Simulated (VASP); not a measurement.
# GaSb: single point with r2SCAN

GaSb:

```
Sb Ga
1.0
    -1.58642    2.72747    2.95006
     1.58642   -2.72747    2.95006
     1.58642    2.72747   -2.95006
Sb Ga
1 1
Direct
  0.50000 0.50000 0.00000
  0.00000 0.00000 0.00000
```

```json
{"Program": "VASP 6.6.1", "Task": "single point", "Functional": "r2SCAN", "Potentials or basis": "VASP PAW PBE potentials, release 64 (Sb, Ga_d)", "Cutoff": "520 eV", "k mesh": "10 × 10 × 10", "Occupations": "fermi-dirac, width 0.05 eV", "Spin": "no spin polarisation"}
```

- Pressure: -4.4 GPa
- Band gap on the k mesh: zero (band 9 reaches 7.69 eV, above the bottom of band 10 at 3.40 eV)

Stress tensor (GPa, compression positive):
```
-3.30  0.00  0.00
 0.00 -4.51  0.00
 0.00  0.00 -5.33
```

Levels at points of the mesh, in eV from the Fermi level:
```csv
k point,band 7,band 8,band 9,band 10,band 11,band 12
"(0.00, 0.00, 0.00)",-3.35,-2.20,-1.75,3.90,5.29,6.26
"(0.50, 0.00, 0.00)",-8.05,-0.28,1.61,2.07,2.72,4.78
"(0.00, 0.50, 0.00)",-6.04,-2.09,-0.35,-0.27,1.30,2.82
"(0.50, 0.50, 0.00)",-4.95,-3.12,-2.09,-1.74,3.84,3.93
"(0.50, 0.50, 0.50)",-6.02,-4.94,-4.71,3.32,7.38,9.61
```

It took 7.9 min on 1 thread of Intel(R) Xeon(R) Platinum 8488C (Sapphire Rapids) (shared host), peak memory 0.29 GiB.

Caveat: the PAW data sets were made with another functional, which shifts forces and pressure a little; spin-orbit coupling is left out, which moves the levels of the heavy elements.
